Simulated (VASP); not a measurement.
# NaI (I4mm) in VASP: single point with r2SCAN

Aim: the single point of NaI with r2SCAN.

Program: VASP 6.6.1. These are calculated values, not measurements. Logs are shortened: lines on timing, memory, paths and dates and some standing lists are left out, and cuts for length are marked.

**1. The cell of the first run**

The structure is tetragonal, space group I4mm (No. 107). The conventional cell has a = 4.577 Å, b = 4.577 Å, c = 6.473 Å, α = 90.00°, β = 90.00°, γ = 90.00°. Na (site symmetry 4mm) has 6 I at 2.94 to 3.54 Å within 3.9 Å. Within 3.9 Å of I (site symmetry 4mm) lie 6 Na at 2.94 to 3.54 Å.

**2. Single point, r2SCAN (atom 1 (Na) moved by (-0.300, +0.000) A along x and y)**

POSCAR

```
NaI
1.0
    0.0000000000      3.2364000000      3.2364000000
    3.2364000000      0.0000000000      3.2364000000
    3.2364000000      3.2364000000      0.0000000000
Na I
1 1
Direct
    0.0463477938     -0.0463477938     -0.0463477938
    0.5000000000      0.5000000000      0.5000000000
```

INCAR.step1

```
PREC = Accurate
ENCUT = 520
ISMEAR = 0
SIGMA = 0.05
LREAL = False
LASPH = True
NELM = 100
NBANDS = 14
GGA = PE
ALGO = Normal
EDIFF = 1E-4
LWAVE = True
LCHARG = False
```

INCAR.step2

```
PREC = Accurate
ENCUT = 520
EDIFF = 1E-7
ISMEAR = 0
SIGMA = 0.05
LREAL = False
LASPH = True
NELM = 100
ALGO = Normal
ISIF = 2
LWAVE = False
LCHARG = False
METAGGA = R2SCAN
LMIXTAU = True
NBANDS = 14
ISTART = 1
```

KPOINTS

```
regular mesh
0
Gamma
  6 6 6
```

Potentials or basis: VASP PAW PBE potentials, release 64 (Na_pv, I).

Started as:

```console
$ cat potpaw_PBE.64/Na_pv/POTCAR potpaw_PBE.64/I/POTCAR > POTCAR
$ cp INCAR.step1 INCAR
$ mpirun -np 1 vasp_std > vasp.out
$ cp INCAR.step2 INCAR
$ mpirun -np 1 vasp_std > vasp.out
```

OUTCAR:

```text
PREC = Accurate
   ENCUT = 520
   EDIFF = 1E-7
   ISMEAR = 0
   LREAL = False
   LASPH = True
   NELM = 100
   ISIF = 2
   METAGGA = R2SCAN
   ISTART = 1

 ion  position               nearest neighbor table
   1  0.046  0.954  0.954-   2 2.94
   2  0.500  0.500  0.500-   1 2.94

  LATTYP: Found a face centered cubic cell.
 ALAT       =     6.4728000000

  Lattice vectors:

 A1 = (   0.0000000000,   3.2364000000,   3.2364000000)
 A2 = (   3.2364000000,   0.0000000000,   3.2364000000)
 A3 = (   3.2364000000,   3.2364000000,   0.0000000000)

Analysis of symmetry for initial positions (statically):
=====================================================================
 Subroutine PRICEL returns:
 Original cell was already a primitive cell.

 Routine SETGRP: Setting up the symmetry group for a
 face centered cubic supercell.

 Subroutine GETGRP returns: Found  8 space group operations
 (whereof  8 operations were pure point group operations)
 out of a pool of 48 trial point group operations.

The static configuration has the point symmetry C_4v.

Analysis of symmetry for dynamics (positions and initial velocities):
=====================================================================
 Subroutine PRICEL returns:
 Original cell was already a primitive cell.

 Routine SETGRP: Setting up the symmetry group for a
 face centered cubic supercell.

 Subroutine GETGRP returns: Found  8 space group operations
 (whereof  8 operations were pure point group operations)
 out of a pool of 48 trial point group operations.

The dynamic configuration has the point symmetry C_4v.

 Subroutine INISYM returns: Found  8 space group operations
 (whereof  8 operations are pure point group operations),
 and found     1 'primitive' translations

----------------------------------------------------------------------------------------

                                     Primitive cell

  volume of cell :      67.7980

  direct lattice vectors                    reciprocal lattice vectors
     0.000000000  3.236400000  3.236400000    -0.154492646  0.154492646  0.154492646
     3.236400000  0.000000000  3.236400000     0.154492646 -0.154492646  0.154492646
     3.236400000  3.236400000  0.000000000     0.154492646  0.154492646 -0.154492646

  length of vectors
     4.576960773  4.576960773  4.576960773     0.267589113  0.267589113  0.267589113

  position of ions in fractional coordinates (direct lattice)
     0.046347794  0.953652206  0.953652206
     0.500000000  0.500000000  0.500000000

  ion indices of the primitive-cell ions
   primitive index   ion index
                 1           1
                 2           2

----------------------------------------------------------------------------------------

 KPOINTS: regular mesh

Automatic generation of k-mesh.
 Grid dimensions read from file:
 generate k-points for:    6    6    6

 Generating k-lattice:

  Cartesian coordinates                     Fractional coordinates (reciprocal lattice)
    -0.025748774  0.025748774  0.025748774     0.166666667  0.000000000  0.000000000
     0.025748774 -0.025748774  0.025748774     0.000000000  0.166666667  0.000000000
     0.025748774  0.025748774 -0.025748774     0.000000000  0.000000000  0.166666667

  Length of vectors
     0.044598185  0.044598185  0.044598185

  Shift w.r.t. Gamma in fractional coordinates (k-lattice)
     0.000000000  0.000000000  0.000000000

 Subroutine IBZKPT returns following result:
 ===========================================

 Found     30 irreducible k-points:

 Following reciprocal coordinates:
            Coordinates               Weight
  0.000000  0.000000  0.000000      1.000000
  0.166667  0.000000  0.000000      8.000000
  0.333333  0.000000  0.000000      8.000000
  0.500000  0.000000  0.000000      4.000000
  0.166667  0.166667  0.000000      4.000000
  0.000000  0.166667  0.166667      2.000000
[... 16 lines left out ...]
  0.500000  0.333333  0.166667      8.000000
  0.166667  0.500000  0.333333      8.000000
 [... further k-points ...]
   k-points           NKPTS =     30   k-points in BZ     NKDIM =     30   number of bands    NBANDS=     14
   number of dos      NEDOS =    301   number of ions     NIONS =      2
   total plane-waves  NPLWV =  46656
   dimension x,y,z NGX =    36 NGY =   36 NGZ =   36
   dimension x,y,z NGXF=    72 NGYF=   72 NGZF=   72
   ions per type =               1   1
   NGX,Y,Z   is equivalent  to a cutoff of  13.08, 13.08, 13.08 a.u.
   NGXF,Y,Z  is equivalent  to a cutoff of  26.15, 26.15, 26.15 a.u.
 SYSTEM =  unknown system
   PREC   = accura    normal or accurate (medium, high low for compatibility)
   ISTART =      1    job   : 0-new  1-cont  2-samecut
   ICHARG =      0    charge: 1-file 2-atom 10-const
   ISPIN  =      1    spin polarized calculation?
   LNONCOLLINEAR =      F non collinear calculations
   LSORBIT =      F    spin-orbit coupling
   LASPH  =      T    aspherical Exc in radial PAW
   ENCUT  =  520.0 eV  38.22 Ry    6.18 a.u.   8.51  8.51  8.51*2*pi/ulx,y,z
   NELM   =    100;   NELMIN=  2; NELMDL=  0     # of ELM steps
   EDIFF  = 0.1E-06   stopping-criterion for ELM
   LREAL  =      F    real-space projection
   EDIFFG = 0.1E-05   stopping-criterion for IOM
   NSW    =      0    number of steps for IOM
   IBRION =     -1    ionic relax: 0-MD 1-quasi-New 2-CG
   NFREE  =      0    steps in history (QN), initial steepest desc. (CG)
   ISIF   =      2    stress and relaxation
   ISYM   =      2    0-nonsym 1-usesym 2-fastsym
   POTIM  = 0.5000    time-step for ionic-motion
   TEBEG  =    0.0;   TEEND  =   0.0 temperature during run
   PSTRESS=    0.0 pullay stress
   NELECT =      14.0000    total number of electrons
   NUPDOWN=      -1.0000    fix difference up-down
   EMIN   =  10.00;   EMAX   =-10.00  energy-range for DOS
   EFERMI =   0.00;   METHOD = LEGACY
   ISMEAR =     0;   SIGMA  =   0.05  broadening in eV -4-tet -1-fermi 0-gaus
   EFERMI_NEDOS =   21; number of points for ismear=-14 and -15
   IALGO  =     38    algorithm
   IMIX   =      4    mixing-type and parameters
     AMIX     =   0.40;   BMIX     =  1.00
     AMIX_MAG =   1.60;   BMIX_MAG =  1.00
  volume/ion in A,a.u.               =      33.90       228.76
  Fermi-wavevector in a.u.,A,eV,Ry     =   0.967636  1.828567 12.739397  0.936319
  Thomas-Fermi vector in A             =   2.097538
   LORBIT       =      0    0 simple, 1 ext, 2 COOP (PROOUT), +10 PAW based schemes
   METAGGA = R2SCAN    functional components
   LHFCALC =     F    Hartree Fock is set to
   AEXX    =    0.0000 exact exchange contribution
   IVDW    =     0    specifies the selected vdW correction
   LEPSILON=     F    determine dielectric tensor
   LRPA    =     F    only Hartree local field effects (RPA)
 non-spin polarized calculation
 Gauss-broadening in eV      SIGMA  =   0.05
  energy-cutoff  :      520.00
  volume of cell :       67.80
 maximum number of plane-waves:      1853
 NGX is ok and might be reduce to    36
   NGX = 17   NGY = 17   NGZ = 17

 number of electron      14.0000004 magnetization

 Free energy of the ion-electron system (eV)
  ---------------------------------------------------
  ext. energy  EPLUGINS =         0.00000000
  ---------------------------------------------------
  free energy    TOTEN  =       -31.03641384 eV

  energy without entropy =      -31.03641384  energy(sigma->0) =      -31.03641384

 E-fermi :   0.7779     XC(G=0):  -8.0572

 val. band max:        0.4722242576   @ k =   0.0000   0.0000   0.0000
 cond. band min:       4.9187700091   @ k =   0.0000   0.0000   0.0000
 fundamental gap:      4.4465457514
 Fermi energy:         0.7778713407

 k-point     1 :       0.0000    0.0000    0.0000
  band No.  band energies     occupation
      1     -22.7547      2.00000
      2     -22.7499      2.00000
      3     -22.7497      2.00000
      4     -10.8766      2.00000
      5       0.4417      2.00000
      6       0.4722      2.00000
      7       0.4722      2.00000
      8       4.9188      0.00000
      9       8.9530      0.00000
     10       8.9530      0.00000
     11       8.9890      0.00000
     12      10.8200      0.00000
     13      10.9234      0.00000
     14      11.5413      0.00000

 k-point     2 :       0.1667    0.0000    0.0000
  band No.  band energies     occupation
      1     -22.7553      2.00000
      2     -22.7507      2.00000
      3     -22.7498      2.00000
      4     -10.7985      2.00000
      5      -0.2411      2.00000
      6       0.3758      2.00000
      7       0.3948      2.00000
      8       5.6958      0.00000
      9       8.4811      0.00000
     10       9.1699      0.00000
     11       9.2009      0.00000
     12      10.3577      0.00000
     13      10.4595      0.00000
     14      12.1708      0.00000

 k-point     3 :       0.3333    0.0000    0.0000
  band No.  band energies     occupation
      1     -22.7570      2.00000
      2     -22.7518      2.00000
      3     -22.7500      2.00000
      4     -10.6330      2.00000
      5      -1.2771      2.00000
      6       0.2316      2.00000
      7       0.2496      2.00000
      8       6.2323      0.00000
      9       8.7997      0.00000
     10       8.8087      0.00000
     11       9.2792      0.00000
     12      11.3751      0.00000
     13      11.4026      0.00000
     14      11.5865      0.00000
[... 324 lines left out ...]
 k-point    23 :       0.5000    0.3333    0.1667
  band No.  band energies     occupation
      1     -22.7568      2.00000
      2     -22.7532      2.00000
      3     -22.7505      2.00000
      4     -10.5321      2.00000
      5      -1.2037      2.00000
      6      -0.4663      2.00000
      7      -0.0411      2.00000
      8       7.1640      0.00000
      9       7.7195      0.00000
     10       8.1436      0.00000
     11      10.2595      0.00000
     12      11.2934      0.00000
     13      13.5010      0.00000
     14      14.1615      0.00000

 k-point    24 :       0.1667    0.5000    0.3333
  band No.  band energies     occupation
      1     -22.7580      2.00000
      2     -22.7515      2.00000
      3     -22.7510      2.00000
      4     -10.5315      2.00000
      5      -1.2126      2.00000
      6      -0.4507      2.00000
      7      -0.0461      2.00000
      8       7.1362      0.00000
      9       7.7459      0.00000
     10       8.1586      0.00000
     11      10.2571      0.00000
     12      11.3053      0.00000
     13      13.4848      0.00000
     14      14.1392      0.00000

 [... further k-points ...]
[... 5 lines left out ...]
  --------------------------------------------------------------------------------------
  -------------------------------------------------------------------------------------
  Total        0.6677318     -0.1072276     -0.1072276      0.0000000      0.0000000     -0.0000000
  in kB       15.7796018     -2.5339660     -2.5339660      0.0000000      0.0000000     -0.0000000
  external PRESSURE =       3.5705566 kB  Pullay stress =       0.0000000 kB

 VOLUME and BASIS-vectors are now :
 -----------------------------------------------------------------------------
  energy-cutoff  :      520.00
  volume of cell :       67.80
      direct lattice vectors                 reciprocal lattice vectors
     0.000000000  3.236400000  3.236400000    -0.154492646  0.154492646  0.154492646
     3.236400000  0.000000000  3.236400000     0.154492646 -0.154492646  0.154492646
     3.236400000  3.236400000  0.000000000     0.154492646  0.154492646 -0.154492646

 POSITION                                       TOTAL-FORCE (eV/Angst)
 -----------------------------------------------------------------------------------
      6.17280      3.23640      3.23640         0.378148      0.000000      0.000000
      3.23640      3.23640      3.23640        -0.378148      0.000000      0.000000
 -----------------------------------------------------------------------------------
    total drift:                               -0.007899      0.000018      0.000018

  FREE ENERGIE OF THE ION-ELECTRON SYSTEM (eV)
  ---------------------------------------------------
  free  energy   TOTEN  =       -31.0364138430 eV

  energy  without entropy=      -31.0364138430  energy(sigma->0) =      -31.03641384
```

It took 46 s on 1 thread of Intel Xeon 6975P-C (Granite Rapids), shared host; peak memory 0.22 GiB.

What came out:

```yaml
Free_energy: -31.0364 eV
Pressure: 0.4 GPa
Largest_force: 0.378 eV/Å
Band_gap_on_the_k_mesh: 4.45 eV, direct
```

Forces on the atoms (eV/Å):
```
Na   0.378  0.000  0.000
I   -0.378  0.000  0.000
```

Stress tensor (GPa, compression positive):
```
 1.58  0.00  0.00
 0.00 -0.25  0.00
 0.00  0.00 -0.25
```

Caveat: the cell differs from its parent crystal (atom 1 (Na) moved by (-0.300, +0.000) A along x and y); the PAW data sets were made with another functional, which shifts forces and pressure a little; spin-orbit coupling is left out, which moves the levels of the heavy elements.
